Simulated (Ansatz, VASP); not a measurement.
# ScPt in VASP and in Ansatz

```
Sc Pt
1.0
     3.22581    0.00000    0.00000
     0.00000    3.22581    0.00000
     0.00000    0.00000    3.22581
Sc Pt
1 1
Direct
  0.50000 0.50000 0.50000
  0.00000 0.00000 0.00000
```

Change from the starting cell: volume scaled by 0.96.

Alike in both runs: task single point; functional LDA; k mesh 10 × 10 × 10; occupations fermi-dirac, width 0.05 eV; no spin polarisation.

```csv
,VASP,Ansatz
version,VASP 6.6.1,Ansatz 0.2.0
potentials or method,"VASP PAW LDA potentials, release 64 (Sc_sv, Pt), cutoff 520 eV","all-electron LAPW, scalar-relativistic"
```

VASP gave:

```
pressure (GPa) : 1.4
```

Q: Estimate Ansatz's values.

A: Pressure (GPa): 0.7.

LDA's correlation is that of Perdew and Zunger in VASP and of Perdew and Wang (1992) in Ansatz. Ansatz ran all-electron here, and VASP with PAW potentials.

Neither program's run includes spin-orbit coupling.
